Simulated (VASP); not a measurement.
# SiC (P1) in VASP: further runs

SiC is run at these levels: PBE; tasks: single point.

Everything below comes from runs of VASP 6.6.1. Logs are shortened: lines on timing, memory, paths and dates and some standing lists are left out, and cuts for length are marked.

## 1. The cell of the first run

The typed cell holds 8 atoms: a = 3.092 Å, b = 3.092 Å, c = 10.167 Å, α = 91.74°, β = 86.51°, γ = 120.00°.

## 2. Single point, PBE

The input, INCAR:

```
PREC     = Accurate       # precision mode
ENCUT    = 520            # plane-wave cutoff, eV
EDIFF    = 1E-6           # SCF threshold, eV
ISMEAR   = 0              # smearing method
SIGMA    = 0.05           # smearing width, eV
LREAL    = False          # projectors in reciprocal space
LASPH    = True           # aspherical terms in the spheres
NELM     = 60             # most SCF steps
ALGO     = Normal         # electronic algorithm
ISIF     = 2              # what is computed and relaxed
LWAVE    = False          # write WAVECAR
LCHARG   = False          # write CHGCAR
GGA      = PE             # functional
NBANDS   = 26             # bands
```

The input, KPOINTS:

```
Automatic mesh
0
Gamma
  10 10 3
```

The input, POSCAR:

```
SiC
1.0
   -3.0917664073      0.0000000000      0.0000000000
    1.5458832036     -2.6775482513      0.0000000000
   -0.6183532815      0.0000000000     10.1480423548
Si C
4 4
Direct
    0.4854603135      0.3333333333      0.9060317656
    0.5854603135      0.3333333333      0.4060317656
    0.3021269802      0.6666666667      0.1560317656
    0.2021269802      0.6666666667      0.6560317656
    0.6478730198      0.3333333333      0.0939682344
    0.5478730198      0.3333333333      0.5939682344
    0.2645396865      0.6666666667      0.3439682344
    0.1645396865      0.6666666667      0.8439682344
```

Potentials or basis: VASP PAW PBE potentials, release 64 (Si, C).

Run with:

```
$ cat potpaw_PBE.64/Si/POTCAR potpaw_PBE.64/C/POTCAR > POTCAR
$ mpirun -np 1 vasp_std > vasp.out
```

OUTCAR:

```text
PREC = Accurate
   ENCUT = 520
   EDIFF = 1E-6
   ISMEAR = 0
   LREAL = False
   LASPH = True
   NELM = 60
   ISIF = 2
   GGA = PE

 ion  position               nearest neighbor table
   1  0.485  0.333  0.906-   8 1.89   8 1.89   8 1.89   5 2.00   3 2.84   4 3.10   4 3.10   4 3.10

   2  0.585  0.333  0.406-   7 1.89   7 1.89   7 1.89   6 1.91   4 3.10   3 3.10   4 3.10   3 3.10
                             3 3.10   4 3.10
   3  0.302  0.667  0.156-   5 1.89   5 1.89   5 1.89   7 1.91   1 2.84   2 3.10   2 3.10   2 3.10

   4  0.202  0.667  0.656-   6 1.89   6 1.89   6 1.89   8 1.91   1 3.10   2 3.10   2 3.10   1 3.10
                             1 3.10   2 3.10
   5  0.648  0.333  0.094-   3 1.89   3 1.89   3 1.89   1 2.00
   6  0.548  0.333  0.594-   4 1.89   4 1.89   4 1.89   2 1.91
   7  0.265  0.667  0.344-   2 1.89   2 1.89   2 1.89   3 1.91
   8  0.165  0.667  0.844-   1 1.89   1 1.89   1 1.89   4 1.91

  LATTYP: Found a base centered monoclinic cell.
 ALAT       =     3.0917664073
 B/A-ratio  =     1.7320508076
 C/A-ratio  =     3.2883674576
 COS(beta)  =    -0.0608204535

  Lattice vectors:

 A1 = (   1.5458832036,  -2.6775482513,   0.0000000000)
 A2 = (   1.5458832037,   2.6775482513,   0.0000000000)
 A3 = (  -0.6183532815,   0.0000000000,  10.1480423548)

Analysis of symmetry for initial positions (statically):
=====================================================================
 Subroutine PRICEL returns:
 Original cell was already a primitive cell.

 Routine SETGRP: Setting up the symmetry group for a
 base centered monoclinic supercell.

 Subroutine GETGRP returns: Found  1 space group operations
 (whereof  1 operations were pure point group operations)
 out of a pool of  4 trial point group operations.

The static configuration has the point symmetry C_1 .

Analysis of symmetry for dynamics (positions and initial velocities):
=====================================================================
 Subroutine PRICEL returns:
 Original cell was already a primitive cell.

 Routine SETGRP: Setting up the symmetry group for a
 base centered monoclinic supercell.

 Subroutine GETGRP returns: Found  1 space group operations
 (whereof  1 operations were pure point group operations)
 out of a pool of  4 trial point group operations.

The dynamic configuration has the point symmetry C_1 .

 Subroutine INISYM returns: Found  1 space group operations
 (whereof  1 operations are pure point group operations),
 and found     1 'primitive' translations

----------------------------------------------------------------------------------------

                                     Primitive cell

  volume of cell :      84.0091

  direct lattice vectors                    reciprocal lattice vectors
    -3.091766407  0.000000000  0.000000000    -0.323439700 -0.186737998 -0.019708235
     1.545883204 -2.677548251  0.000000000     0.000000000 -0.373475996  0.000000000
    -0.618353282  0.000000000 10.148042355     0.000000000  0.000000000  0.098541173

  length of vectors
     3.091766407  3.091766407 10.166864040     0.373995634  0.373475996  0.098541173

  position of ions in fractional coordinates (direct lattice)
     0.485460313  0.333333333  0.906031766
     0.585460314  0.333333333  0.406031766
     0.302126980  0.666666667  0.156031766
     0.202126980  0.666666667  0.656031766
     0.647873020  0.333333333  0.093968234
     0.547873020  0.333333333  0.593968234
     0.264539687  0.666666667  0.343968234
     0.164539686  0.666666667  0.843968234

  ion indices of the primitive-cell ions
   primitive index   ion index
                 1           1
                 2           2
                 3           3
                 4           4
                 5           5
                 6           6
                 7           7
                 8           8

----------------------------------------------------------------------------------------

 KPOINTS: Automatic mesh

Automatic generation of k-mesh.
 Grid dimensions read from file:
 generate k-points for:   10   10    3

 Generating k-lattice:

  Cartesian coordinates                     Fractional coordinates (reciprocal lattice)
    -0.032343970 -0.018673800 -0.001970823     0.100000000 -0.000000000  0.000000000
     0.000000000 -0.037347600  0.000000000     0.000000000  0.100000000  0.000000000
     0.000000000  0.000000000  0.032847058     0.000000000  0.000000000  0.333333333

  Length of vectors
     0.037399563  0.037347600  0.032847058

  Shift w.r.t. Gamma in fractional coordinates (k-lattice)
     0.000000000  0.000000000  0.000000000

 Subroutine IBZKPT returns following result:
 ===========================================

 Found    152 irreducible k-points:

 Following reciprocal coordinates:
            Coordinates               Weight
  0.000000  0.000000  0.000000      1.000000
  0.100000 -0.000000 -0.000000      2.000000
 -0.100000  0.100000  0.000000      2.000000
  0.200000 -0.000000 -0.000000      2.000000
 -0.200000  0.200000  0.000000      2.000000
  0.300000 -0.000000 -0.000000      2.000000
[... 16 lines left out ...]
 -0.400000  0.100000  0.000000      2.000000
  0.400000 -0.300000  0.000000      2.000000
 [... further k-points ...]
   k-points           NKPTS =    152   k-points in BZ     NKDIM =    152   number of bands    NBANDS=     26
   number of dos      NEDOS =    301   number of ions     NIONS =      8
   total plane-waves  NPLWV =  46080
   dimension x,y,z NGX =    24 NGY =   24 NGZ =   80
   dimension x,y,z NGXF=    48 NGYF=   48 NGZF=  160
   ions per type =               4   4
   NGX,Y,Z   is equivalent  to a cutoff of  12.90, 12.90, 13.08 a.u.
   NGXF,Y,Z  is equivalent  to a cutoff of  25.81, 25.81, 26.16 a.u.
 SYSTEM =  unknown system
   PREC   = accura    normal or accurate (medium, high low for compatibility)
   ISTART =      0    job   : 0-new  1-cont  2-samecut
   ICHARG =      2    charge: 1-file 2-atom 10-const
   ISPIN  =      1    spin polarized calculation?
   LNONCOLLINEAR =      F non collinear calculations
   LSORBIT =      F    spin-orbit coupling
   LASPH  =      T    aspherical Exc in radial PAW
   ENCUT  =  520.0 eV  38.22 Ry    6.18 a.u.   5.75  5.75 18.90*2*pi/ulx,y,z
   NELM   =     60;   NELMIN=  2; NELMDL= -5     # of ELM steps
   EDIFF  = 0.1E-05   stopping-criterion for ELM
   LREAL  =      F    real-space projection
   EDIFFG = 0.1E-04   stopping-criterion for IOM
   NSW    =      0    number of steps for IOM
   IBRION =     -1    ionic relax: 0-MD 1-quasi-New 2-CG
   NFREE  =      0    steps in history (QN), initial steepest desc. (CG)
   ISIF   =      2    stress and relaxation
   ISYM   =      2    0-nonsym 1-usesym 2-fastsym
   POTIM  = 0.5000    time-step for ionic-motion
   TEBEG  =    0.0;   TEEND  =   0.0 temperature during run
   PSTRESS=    0.0 pullay stress
   NELECT =      32.0000    total number of electrons
   NUPDOWN=      -1.0000    fix difference up-down
   EMIN   =  10.00;   EMAX   =-10.00  energy-range for DOS
   EFERMI =   0.00;   METHOD = LEGACY
   ISMEAR =     0;   SIGMA  =   0.05  broadening in eV -4-tet -1-fermi 0-gaus
   EFERMI_NEDOS =   21; number of points for ismear=-14 and -15
   IALGO  =     38    algorithm
   IMIX   =      4    mixing-type and parameters
     AMIX     =   0.40;   BMIX     =  1.00
     AMIX_MAG =   1.60;   BMIX_MAG =  1.00
  volume/ion in A,a.u.               =      10.50        70.87
  Fermi-wavevector in a.u.,A,eV,Ry     =   1.186723  2.242582 19.161245  1.408312
  Thomas-Fermi vector in A             =   2.322890
   LORBIT       =      0    0 simple, 1 ext, 2 COOP (PROOUT), +10 PAW based schemes
   GGA     = PE    functional components
   LHFCALC =     F    Hartree Fock is set to
   AEXX    =    0.0000 exact exchange contribution
   IVDW    =     0    specifies the selected vdW correction
   LEPSILON=     F    determine dielectric tensor
   LRPA    =     F    only Hartree local field effects (RPA)
 non-spin polarized calculation
 Gauss-broadening in eV      SIGMA  =   0.05
  energy-cutoff  :      520.00
  volume of cell :       84.01
 maximum number of plane-waves:      2280
   NGX = 11   NGY = 11   NGZ = 37

 number of electron      32.0000001 magnetization

 Free energy of the ion-electron system (eV)
  ---------------------------------------------------
  ext. energy  EPLUGINS =         0.00000000
  ---------------------------------------------------
  free energy    TOTEN  =       -59.67143975 eV

  energy without entropy =      -59.67143975  energy(sigma->0) =      -59.67143975

 E-fermi :   8.6297     XC(G=0): -11.2999

 val. band max:        8.3835418750   @ k =   0.0000   0.0000   0.0000
 cond. band min:      10.3840785097   @ k =   0.5000   0.5000  -0.3333
 fundamental gap:      2.0005366347
 Fermi energy:         8.6297222161

 k-point     1 :       0.0000    0.0000    0.0000
  band No.  band energies     occupation
      1      -7.3498      2.00000
      2      -6.1852      2.00000
      3      -6.1505      2.00000
      4      -3.8443      2.00000
      5      -0.4726      2.00000
      6       3.6627      2.00000
[... 18 lines left out ...]
     25      15.3966      0.00000
     26      15.6877      0.00000

 k-point     2 :       0.1000   -0.0000   -0.0000
  band No.  band energies     occupation
      1      -7.1775      2.00000
      2      -6.0486      2.00000
      3      -5.9528      2.00000
      4      -3.7006      2.00000
      5      -0.3111      2.00000
      6       3.6753      2.00000
[... 18 lines left out ...]
     25      15.4764      0.00000
[... 608 lines left out ...]
     25      16.6672      0.00000
     26      17.0183      0.00000

 k-point    24 :       0.4000   -0.3000    0.0000
  band No.  band energies     occupation
      1      -5.2206      2.00000
      2      -4.2956      2.00000
      3      -3.9869      2.00000
      4      -2.3227      2.00000
      5       0.6264      2.00000
      6       1.2926      2.00000
[... 18 lines left out ...]
     25      16.6434      0.00000
     26      17.0832      0.00000

 [... further k-points ...]

------------------------ aborting loop because EDIFF is reached ----------------------------------------

  FORCE on cell =-STRESS in cart. coord.  units (eV):
  Direction    XX          YY          ZZ          XY          YZ          ZX
  --------------------------------------------------------------------------------------
  -------------------------------------------------------------------------------------
  Total       -1.3867798      0.2075322      0.1729320      0.5201382      0.4760930      4.1054252
  in kB      -26.4479389      3.9579459      3.2980681      9.9198046      9.0797974     78.2965231
  external PRESSURE =      -6.3973083 kB  Pullay stress =       0.0000000 kB

 VOLUME and BASIS-vectors are now :
 -----------------------------------------------------------------------------
  energy-cutoff  :      520.00
  volume of cell :       84.01
      direct lattice vectors                 reciprocal lattice vectors
    -3.091766407  0.000000000  0.000000000    -0.323439700 -0.186737998 -0.019708235
     1.545883204 -2.677548251  0.000000000     0.000000000 -0.373475996  0.000000000
    -0.618353282  0.000000000 10.148042355     0.000000000  0.000000000  0.098541173

 POSITION                                       TOTAL-FORCE (eV/Angst)
 -----------------------------------------------------------------------------------
     -1.54588     -0.89252      9.19445        -1.530026      0.128805      0.352685
     -1.54588     -0.89252      4.12043         0.018927     -0.003114     -0.067294
      0.00000     -1.78503      1.58342         0.147726     -0.148142      0.118674
      0.00000     -1.78503      6.65744        -0.115211     -0.052991     -0.107291
     -1.54588     -0.89252      0.95359         1.417665      0.242687     -0.326296
     -1.54588     -0.89252      6.02761        -0.004882     -0.007662      0.048078
     -0.00000     -1.78503      3.49060         0.115267      0.017007      0.090064
     -0.00000     -1.78503      8.56463        -0.049465     -0.176590     -0.108619
 -----------------------------------------------------------------------------------
    total drift:                                0.000417      0.000050      0.000472

  FREE ENERGIE OF THE ION-ELECTRON SYSTEM (eV)
  ---------------------------------------------------
  free  energy   TOTEN  =       -59.6714397513 eV

  energy  without entropy=      -59.6714397513  energy(sigma->0) =      -59.67143975
```

It took 4.7 min on 1 thread of Intel Xeon 8259CL, shared host; peak memory 0.37 GiB.

Results:

* Free energy: -59.6714 eV
* Pressure: -0.6 GPa
* Largest force: 1.575 eV/Å
* Band gap on the k mesh: 2.00 eV (least direct gap 3.52 eV)

Forces in eV/Å, atoms in the order of the input:
```
Si  -1.530  0.129  0.353
Si   0.019 -0.003 -0.067
Si   0.148 -0.148  0.119
Si  -0.115 -0.053 -0.107
C    1.418  0.243 -0.326
C   -0.005 -0.008  0.048
C    0.115  0.017  0.090
C   -0.049 -0.177 -0.109
```

Stress tensor (GPa, compression positive):
```
-2.64  0.99  7.83
 0.99  0.40  0.91
 7.83  0.91  0.33
```

Caveat: an odd mesh through Γ misses points on the zone boundary, where band edges can lie; forces of over 1 eV/Å act on the atoms, so gaps and moduli don't describe the material at rest.

## 3. Single point, PBE

The input, INCAR:

```
SYSTEM = SiC
ALGO     = Normal         ! electronic algorithm
EDIFF    = 1E-7           ! SCF threshold, eV
ENCUT    = 520            ! plane-wave cutoff, eV
GGA      = PE             ! functional
ISIF     = 2              ! what is computed and relaxed
ISMEAR   = 0              ! smearing method
LASPH    = .True.         ! aspherical terms in the spheres
LCHARG   = .False.        ! write CHGCAR
LREAL    = .False.        ! projectors in reciprocal space
LWAVE    = .False.        ! write WAVECAR
NBANDS   = 26             ! bands
NELM     = 60             ! most SCF steps
PREC     = Accurate       ! precision mode
SIGMA    = 0.05           ! smearing width, eV
```

The input, KPOINTS:

```
k-points
0
Gamma
  10 10 3
  0 0 0
```

The input, POSCAR:

```
SiC
1.0
   -3.0917664073      0.0000000000      0.0000000000
    1.5458832036     -2.6775482513      0.0000000000
   -1.2367065629      0.0000000000     10.1480423548
Si C
4 4
Direct
    0.3042539604      0.3333333333      0.9060317656
    0.5042539604      0.3333333333      0.4060317656
    0.2709206271      0.6666666667      0.1560317656
    0.0709206271      0.6666666667      0.6560317656
    0.6290793729      0.3333333333      0.0939682344
    0.4290793729      0.3333333333      0.5939682344
    0.1957460396      0.6666666667      0.3439682344
   -0.0042539604      0.6666666667      0.8439682344
```

Potentials or basis: VASP PAW PBE potentials, release 64 (Si, C).

Run with:

```
$ cat potpaw_PBE.64/Si/POTCAR potpaw_PBE.64/C/POTCAR > POTCAR
$ mpirun -np 1 vasp_std > vasp.out
```

Run time: 5 min. Hardware: 1 thread of Intel Xeon 8259CL, shared host; peak memory 0.37 GiB.

The run converged. Its results:

```
Free energy            : -58.4566 eV
Pressure               : -1.4 GPa
Largest force          : 1.690 eV/Å
Band gap on the k mesh : 0.71 eV (least direct gap 1.45 eV)
```

Forces on the atoms (eV/Å):
```
Si  -1.391  0.267  0.385
Si   0.021 -0.022 -0.169
Si   0.042 -0.401  0.160
Si  -0.111 -0.209 -0.256
C    1.453  0.863  0.014
C    0.001 -0.031  0.101
C    0.129  0.079  0.239
C   -0.143 -0.546 -0.474
```

Stress tensor (GPa, compression positive):
```
-8.42  1.20  7.66
 1.20  0.92  4.13
 7.66  4.13  3.40
```

Levels at points of the mesh, in eV from the valence-band top:
| k point | band 13 | band 14 | band 15 | band 16 | band 17 | band 18 | band 19 | band 20 |
| --- | --- | --- | --- | --- | --- | --- | --- | --- |
| (0.00, 0.00, 0.00) | -0.78 | -0.59 | -0.41 | -0.03 | 4.07 | 4.52 | 5.33 | 5.68 |
| (0.50, 0.00, 0.00) | -2.89 | -2.63 | -1.81 | -0.93 | 1.12 | 2.38 | 2.92 | 3.55 |
| (0.50, 0.50, 0.00) | -3.07 | -2.62 | -1.90 | -1.07 | 1.14 | 2.59 | 2.91 | 3.63 |
| (0.00, 0.50, 0.00) | -2.73 | -2.28 | -2.10 | -1.80 | 1.47 | 2.61 | 2.95 | 3.90 |

Caveat: an odd mesh through Γ misses points on the zone boundary, where band edges can lie; forces of over 1 eV/Å act on the atoms, so gaps and moduli don't describe the material at rest.
